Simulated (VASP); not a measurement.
Write the native input for VASP 6.6.1 that does the following.

| Quantity | Value |
| --- | --- |
| Task | single point |
| Functional | PBE |
| Potentials or basis | VASP PAW PBE potentials, release 64 (Ba_sv, Ta_pv, H) |
| Cutoff | 520 eV |
| k mesh | 3 × 3 × 2 |
| Occupations | gaussian, width 0.1 eV |
| Spin | no spin polarisation |
| Dipole correction | no |
| Further INCAR settings | ALGO = Normal; EDIFF = 1e-06; NBANDS = 37 |

The structure of Ba3TaH9 lies in POSCAR:

```
Ba3TaH9
1.0
    6.4439100000      0.0000000000      0.0000000000
   -3.2219550000      5.5805897600      0.0000000000
    0.0000000000      0.0000000000      8.1193266000
Ba Ta H
3 1 9
Direct
    0.6666666700      0.3333333300      0.6666666700
    0.0000000000      0.0000000000      0.0000000000
    0.3333333300      0.6666666700      0.3333333300
    0.0000000000      0.0000000000      0.5000000000
    0.1666666700      0.3333333300      0.6666666700
    0.6666666700      0.8333333300      0.6666666700
    0.1666666700      0.8333333300      0.6666666700
    0.5000000000      0.0000000000      0.0000000000
    0.0000000000      0.5000000000      0.0000000000
    0.5000000000      0.5000000000      0.0000000000
    0.8333333300      0.6666666700      0.3333333300
    0.3333333300      0.1666666700      0.3333333300
    0.8333333300      0.1666666700      0.3333333300
```

One way to write it, as run:

INCAR

```
SYSTEM = Ba3TaH9
  ALGO = Normal
  EDIFF = 1E-6
  ENCUT = 520
  GGA = PE
  ISIF = 2
  ISMEAR = 0
  LASPH = .True.
  LCHARG = .False.
  LREAL = .False.
  LWAVE = .False.
  NBANDS = 37
  NELM = 100
  PREC = Accurate
  SIGMA = 0.1
```

KPOINTS

```
k-points
0
Gamma
  3 3 2
  0 0 0
```

Potentials or basis: VASP PAW PBE potentials, release 64 (Ba_sv, Ta_pv, H).

Command:

```console
$ cat potpaw_PBE.64/Ba_sv/POTCAR potpaw_PBE.64/Ta_pv/POTCAR potpaw_PBE.64/H/POTCAR > POTCAR
$ mpirun -np 1 vasp_std > vasp.out
```

Results of the run:

```yaml
Pressure: -8.9 GPa
Largest_force: 1.717 eV/Å
Band_gap_on_the_k_mesh: zero (bands 25 and 26 overlap by 0.14 eV)
```

Caveat: the k points lie up to 0.39 Å⁻¹ apart; spin-orbit coupling is left out, which moves the levels of the heavy elements; forces of over 1 eV/Å act on the atoms, so gaps and moduli don't describe the material at rest.

Wall time 79 s on 1 thread of Intel(R) Xeon(R) 6975P-C (Granite Rapids) (shared host), peak memory 0.39 GiB.
